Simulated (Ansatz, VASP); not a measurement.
**One calculation of LiS3, two programs**

Contents of INCAR:

```
SYSTEM = LiS3
ALGO = Normal
EDIFF = 1E-6
EDIFFG = -0.04
ENCUT = 600
GGA = PE
IBRION = 2
ISIF = 3
ISMEAR = 0
LASPH = .True.
LCHARG = .False.
LREAL = .False.
LWAVE = .False.
NELM = 60
NSW = 90
PREC = Accurate
SIGMA = 0.1
```

File KPOINTS:

```
k-points
0
Gamma
  4 4 4
  0 0 0
```

POSCAR

```
LiS3
1.0
   -2.7086933800      2.7086933800      2.7086933800
    2.7086933800     -2.7086933800      2.7086933800
    2.7086933800      2.7086933800     -2.7086933800
Li S
1 3
Direct
    0.0000000000      0.0000000000      0.0000000000
    0.0000000000      0.5000000000      0.5000000000
    0.5000000000      0.0000000000      0.5000000000
    0.5000000000      0.5000000000      0.0000000000
```

Input for Ansatz:

```yaml
crystal:
  lattice:
    - [-2.70869338, 2.70869338, 2.70869338]
    - [2.70869338, -2.70869338, 2.70869338]
    - [2.70869338, 2.70869338, -2.70869338]
  atoms:
    - { symbol: Li, position: [0.0, 0.0, 0.0] }
    - { symbol: S, position: [0.0, 0.5, 0.5] }
    - { symbol: S, position: [0.5, 0.0, 0.5] }
    - { symbol: S, position: [0.5, 0.5, 0.0] }
basis:
  ecutwfc: 420
kpoints:
  mp_grid: { grid: [4, 4, 4] }
hamiltonian:
  xc: pbe
scf:
  occupations: { method: gaussian, width: 0.1 }
  lower_state_search: "off"
output:
  forces: true
  stress: true
  eigenvalues: true
relax:
  adjacent_minimum: "off"
  f_tol: 0.04
  max_steps: 70
  cell: { stress_tol: 0.4 }
```

Alike in both runs: task relaxation of cell and atoms; functional PBE; k mesh 4 × 4 × 4; occupations gaussian, width 0.1 eV; no spin polarisation.

|  | VASP | Ansatz |
| --- | --- | --- |
| version | VASP 6.6.1 | Ansatz 0.2.0 |
| potentials or method | VASP PAW PBE potentials, release 64 (Li_sv, S), cutoff 600 eV | scalar-relativistic, plane waves, PAW |
| valence electrons in the cell | 21 | 21 |

```csv
,VASP,Ansatz,Ansatz less VASP
"gap on the k mesh at the Fermi level, each at its own relaxed structure (eV)",none,none,-
relaxed volume (Å³/atom),15.97,15.95,-0.018
relaxed cell length with the largest relative difference (Å),4.362,4.360,-0.0016
```

A gap of «none» marks a metal or a gap that the smearing closes.

The k mesh is coarse, so the values compare programs but aren't converged. Noted on VASP's run: the cutoff is short for stress, so the pressure is rough; the volume moved by over 15 % at a fixed basis, so the end points are rough.
